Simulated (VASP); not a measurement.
# Ca (Fd-3m) in VASP: notebook

The runs below take Ca through single point, with PBEsol.

Program: VASP 6.6.1. These are calculated values, not measurements. Logs are shortened: lines on timing, memory, paths and dates and some standing lists are left out, and cuts for length are marked.

## Step 1: The cell of the first run

It takes space group Fd-3m (No. 227, cubic). The conventional cell has a = 8.410 Å, b = 8.410 Å, c = 8.410 Å, α = 90.00°, β = 90.00°, γ = 90.00°. Within 4.8 Å of Ca (site symmetry -43m) lie 4 Ca at 3.64 Å.

This isn't the form of Ca at room conditions, which is fcc.

## Step 2: Single point, PBEsol

The input, INCAR:

```
SYSTEM = Ca
ALGO = Normal
EDIFF = 1E-6
ENCUT = 520
GGA = PS
ISIF = 2
ISMEAR = -1
LASPH = .TRUE.
LCHARG = .FALSE.
LREAL = .FALSE.
LWAVE = .FALSE.
NBANDS = 17
NELM = 60
PREC = Accurate
SIGMA = 0.1
```

The input, KPOINTS:

```
k-points
0
G
  7 7 7
  0 0 0
```

The input, POSCAR:

```
Ca
1.0
    0.0000000000      4.2048506561      4.2048506561
    4.2048506561      0.0000000000      4.2048506561
    4.2048506561      4.2048506561      0.0000000000
Ca
2
Direct
    0.1250000000      0.1250000000      0.1250000000
    0.8750000000      0.8750000000      0.8750000000
```

Potentials or basis: VASP PAW PBE potentials, release 64 (Ca_sv).

Run with:

```console
> cat potpaw_PBE.64/Ca_sv/POTCAR > POTCAR
> mpirun -np 1 vasp_std > vasp.out
```

OUTCAR:

```text
SYSTEM = Ca
   EDIFF = 1E-6
   ENCUT = 520
   GGA = PS
   ISIF = 2
   ISMEAR = -1
   LASPH = .TRUE.
   LREAL = .FALSE.
   NELM = 60
   PREC = Accurate

 ion  position               nearest neighbor table
   1  0.125  0.125  0.125-
   2  0.875  0.875  0.875-

  LATTYP: Found a face centered cubic cell.
 ALAT       =     8.4097013122

  Lattice vectors:

 A1 = (   0.0000000000,   4.2048506561,   4.2048506561)
 A2 = (   4.2048506561,   0.0000000000,   4.2048506561)
 A3 = (   4.2048506561,   4.2048506561,   0.0000000000)

Analysis of symmetry for initial positions (statically):
=====================================================================
 Subroutine PRICEL returns:
 Original cell was already a primitive cell.

 Routine SETGRP: Setting up the symmetry group for a
 face centered cubic supercell.

 Subroutine GETGRP returns: Found 48 space group operations
 (whereof 12 operations were pure point group operations)
 out of a pool of 48 trial point group operations.

The static configuration has the point symmetry D_3d.
 The point group associated with its full space group is O_h .

Analysis of symmetry for dynamics (positions and initial velocities):
=====================================================================
 Subroutine PRICEL returns:
 Original cell was already a primitive cell.

 Routine SETGRP: Setting up the symmetry group for a
 face centered cubic supercell.

 Subroutine GETGRP returns: Found 48 space group operations
 (whereof 12 operations were pure point group operations)
 out of a pool of 48 trial point group operations.

The dynamic configuration has the point symmetry D_3d.
 The point group associated with its full space group is O_h .

 Subroutine INISYM returns: Found 48 space group operations
 (whereof 12 operations are pure point group operations),
 and found     1 'primitive' translations

----------------------------------------------------------------------------------------

                                     Primitive cell

  volume of cell :     148.6900

  direct lattice vectors                    reciprocal lattice vectors
     0.000000000  4.204850656  4.204850656    -0.118910287  0.118910287  0.118910287
     4.204850656  0.000000000  4.204850656     0.118910287 -0.118910287  0.118910287
     4.204850656  4.204850656  0.000000000     0.118910287  0.118910287 -0.118910287

  length of vectors
     5.946556826  5.946556826  5.946556826     0.205958659  0.205958659  0.205958659

  position of ions in fractional coordinates (direct lattice)
     0.125000000  0.125000000  0.125000000
     0.875000000  0.875000000  0.875000000

  ion indices of the primitive-cell ions
   primitive index   ion index
                 1           1
                 2           2

----------------------------------------------------------------------------------------

 KPOINTS: k-points

Automatic generation of k-mesh.
 Grid dimensions read from file:
 generate k-points for:    7    7    7

 Generating k-lattice:

  Cartesian coordinates                     Fractional coordinates (reciprocal lattice)
    -0.016987184  0.016987184  0.016987184     0.142857143  0.000000000  0.000000000
     0.016987184 -0.016987184  0.016987184     0.000000000  0.142857143  0.000000000
     0.016987184  0.016987184 -0.016987184     0.000000000  0.000000000  0.142857143

  Length of vectors
     0.029422666  0.029422666  0.029422666

  Shift w.r.t. Gamma in fractional coordinates (k-lattice)
     0.000000000  0.000000000  0.000000000

 Subroutine IBZKPT returns following result:
 ===========================================

 Found     20 irreducible k-points:

 Following reciprocal coordinates:
            Coordinates               Weight
  0.000000  0.000000  0.000000      1.000000
  0.142857  0.000000  0.000000      8.000000
  0.285714  0.000000  0.000000      8.000000
  0.428571  0.000000  0.000000      8.000000
  0.142857  0.142857  0.000000      6.000000
  0.285714  0.142857  0.000000     24.000000
[... 12 lines left out ...]
 -0.428571  0.428571  0.142857     24.000000
 -0.285714  0.428571  0.142857     24.000000
   k-points           NKPTS =     20   k-points in BZ     NKDIM =     20   number of bands    NBANDS=     17
   number of dos      NEDOS =    301   number of ions     NIONS =      2
   total plane-waves  NPLWV = 110592
   dimension x,y,z NGX =    48 NGY =   48 NGZ =   48
   dimension x,y,z NGXF=    96 NGYF=   96 NGZF=   96
   ions per type =               2
   NGX,Y,Z   is equivalent  to a cutoff of  13.42, 13.42, 13.42 a.u.
   NGXF,Y,Z  is equivalent  to a cutoff of  26.84, 26.84, 26.84 a.u.
 SYSTEM =  Ca
   PREC   = accura    normal or accurate (medium, high low for compatibility)
   ISTART =      0    job   : 0-new  1-cont  2-samecut
   ICHARG =      2    charge: 1-file 2-atom 10-const
   ISPIN  =      1    spin polarized calculation?
   LNONCOLLINEAR =      F non collinear calculations
   LSORBIT =      F    spin-orbit coupling
   LASPH  =      T    aspherical Exc in radial PAW
   ENCUT  =  520.0 eV  38.22 Ry    6.18 a.u.  11.06 11.06 11.06*2*pi/ulx,y,z
   NELM   =     60;   NELMIN=  2; NELMDL= -5     # of ELM steps
   EDIFF  = 0.1E-05   stopping-criterion for ELM
   LREAL  =      F    real-space projection
   EDIFFG = 0.1E-04   stopping-criterion for IOM
   NSW    =      0    number of steps for IOM
   IBRION =     -1    ionic relax: 0-MD 1-quasi-New 2-CG
   NFREE  =      0    steps in history (QN), initial steepest desc. (CG)
   ISIF   =      2    stress and relaxation
   ISYM   =      2    0-nonsym 1-usesym 2-fastsym
   POTIM  = 0.5000    time-step for ionic-motion
   TEBEG  =    0.0;   TEEND  =   0.0 temperature during run
   PSTRESS=    0.0 pullay stress
   NELECT =      20.0000    total number of electrons
   NUPDOWN=      -1.0000    fix difference up-down
   EMIN   =  10.00;   EMAX   =-10.00  energy-range for DOS
   EFERMI =   0.00;   METHOD = LEGACY
   ISMEAR =    -1;   SIGMA  =   0.10  broadening in eV -4-tet -1-fermi 0-gaus
   EFERMI_NEDOS =   21; number of points for ismear=-14 and -15
   IALGO  =     38    algorithm
   IMIX   =      4    mixing-type and parameters
     AMIX     =   0.40;   BMIX     =  1.00
     AMIX_MAG =   1.60;   BMIX_MAG =  1.00
  volume/ion in A,a.u.               =      74.34       501.70
  Fermi-wavevector in a.u.,A,eV,Ry     =   0.838798  1.585099  9.572824  0.703583
  Thomas-Fermi vector in A             =   1.952912
   LORBIT       =      0    0 simple, 1 ext, 2 COOP (PROOUT), +10 PAW based schemes
   GGA     = PS    functional components
   LHFCALC =     F    Hartree Fock is set to
   AEXX    =    0.0000 exact exchange contribution
   IVDW    =     0    specifies the selected vdW correction
   LEPSILON=     F    determine dielectric tensor
   LRPA    =     F    only Hartree local field effects (RPA)
 non-spin polarized calculation
  energy-cutoff  :      520.00
  volume of cell :      148.69
 maximum number of plane-waves:      4028
 NGX is ok and might be reduce to    48
   NGX = 23   NGY = 23   NGZ = 23

 number of electron      20.0000001 magnetization

 Free energy of the ion-electron system (eV)
  ---------------------------------------------------
  ext. energy  EPLUGINS =         0.00000000
  ---------------------------------------------------
  free energy    TOTEN  =        -2.10633832 eV

  energy without entropy =       -1.99319073  energy(sigma->0) =       -2.04976452

 E-fermi :   0.0022     XC(G=0):  -6.0673

 val. band max:       -0.0099968431   @ k =  -0.4286   0.4286   0.0000
 cond. band min:       0.0034478343   @ k =   0.4286   0.2857   0.1429
 fundamental gap:      0.0134446774
 Fermi energy:         0.0022006012

 k-point     1 :       0.0000    0.0000    0.0000
  band No.  band energies     occupation
      1     -42.9111      2.00000
      2     -42.8886      2.00000
      3     -23.9783      2.00000
      4     -23.9783      2.00000
      5     -23.9783      2.00000
      6     -23.9025      2.00000
[... 9 lines left out ...]
     16       1.4691      0.00000
     17       1.4691      0.00000

 k-point     2 :       0.1429    0.0000    0.0000
  band No.  band energies     occupation
      1     -42.9102      2.00000
      2     -42.8894      2.00000
      3     -23.9797      2.00000
      4     -23.9797      2.00000
      5     -23.9775      2.00000
      6     -23.9035      2.00000
[... 9 lines left out ...]
     16       1.4797      0.00000
     17       1.4797      0.00000

 k-point     3 :       0.2857    0.0000    0.0000
  band No.  band energies     occupation
      1     -42.9081      2.00000
      2     -42.8915      2.00000
      3     -23.9827      2.00000
      4     -23.9827      2.00000
      5     -23.9757      2.00000
      6     -23.9058      2.00000
[... 9 lines left out ...]
     16       1.5790      0.00000
     17       1.5790      0.00000

 k-point     4 :       0.4286    0.0000    0.0000
  band No.  band energies     occupation
      1     -42.9058      2.00000
      2     -42.8938      2.00000
      3     -23.9850      2.00000
      4     -23.9850      2.00000
      5     -23.9742      2.00000
      6     -23.9076      2.00000
[... 9 lines left out ...]
     16       1.7727      0.00000
     17       1.7727      0.00000
[... 263 lines left out ...]
      1     -42.9038      2.00000
      2     -42.8958      2.00000
      3     -23.9920      2.00000
      4     -23.9884      2.00000
      5     -23.9590      2.00000
      6     -23.9226      2.00000
[... 9 lines left out ...]
     16       1.6145      0.00000
     17       1.9569      0.00000

 k-point    19 :      -0.4286    0.4286    0.1429
  band No.  band energies     occupation
      1     -42.9021      2.00000
      2     -42.8976      2.00000
      3     -23.9925      2.00000
      4     -23.9914      2.00000
      5     -23.9495      2.00000
      6     -23.9323      2.00000
[... 9 lines left out ...]
     16       1.4663      0.00000
     17       2.0129      0.00000

 k-point    20 :      -0.2857    0.4286    0.1429
  band No.  band energies     occupation
      1     -42.9014      2.00000
      2     -42.8983      2.00000
      3     -23.9934      2.00000
      4     -23.9909      2.00000
      5     -23.9485      2.00000
      6     -23.9333      2.00000
[... 9 lines left out ...]
     16       1.5050      0.00000
     17       2.1876      0.00000

------------------------ aborting loop because EDIFF is reached ----------------------------------------

  FORCE on cell =-STRESS in cart. coord.  units (eV):
  Direction    XX          YY          ZZ          XY          YZ          ZX
  --------------------------------------------------------------------------------------
  -------------------------------------------------------------------------------------
  Total        0.0147808      0.0147808      0.0147808     -0.0000000     -0.0000000     -0.0000000
  in kB        0.1592678      0.1592678      0.1592678     -0.0000000     -0.0000000     -0.0000000
  external PRESSURE =       0.1592678 kB  Pullay stress =       0.0000000 kB

 VOLUME and BASIS-vectors are now :
 -----------------------------------------------------------------------------
  energy-cutoff  :      520.00
  volume of cell :      148.69
      direct lattice vectors                 reciprocal lattice vectors
     0.000000000  4.204850656  4.204850656    -0.118910287  0.118910287  0.118910287
     4.204850656  0.000000000  4.204850656     0.118910287 -0.118910287  0.118910287
     4.204850656  4.204850656  0.000000000     0.118910287  0.118910287 -0.118910287

 POSITION                                       TOTAL-FORCE (eV/Angst)
 -----------------------------------------------------------------------------------
      1.05121      1.05121      1.05121         0.000000      0.000000      0.000000
      7.35849      7.35849      7.35849        -0.000000     -0.000000     -0.000000
 -----------------------------------------------------------------------------------
    total drift:                                0.000000      0.000000      0.000000

  FREE ENERGIE OF THE ION-ELECTRON SYSTEM (eV)
  ---------------------------------------------------
  free  energy   TOTEN  =        -2.1063383185 eV

  energy  without entropy=       -1.9931907251  energy(sigma->0) =       -2.04976452
```

Wall time 22 s (1 thread of Intel Xeon 6975P-C (Granite Rapids), shared host); peak memory 0.31 GiB.

Results:

```yaml
Free_energy: -2.1063 eV
Pressure: 0.0 GPa
Band_gap_on_the_k_mesh: zero (bands 10 and 11 overlap by 0.82 eV)
```

Caveat: the PAW data sets were made with another functional, which shifts forces and pressure a little.

(Part 1 of 3 ends here.)
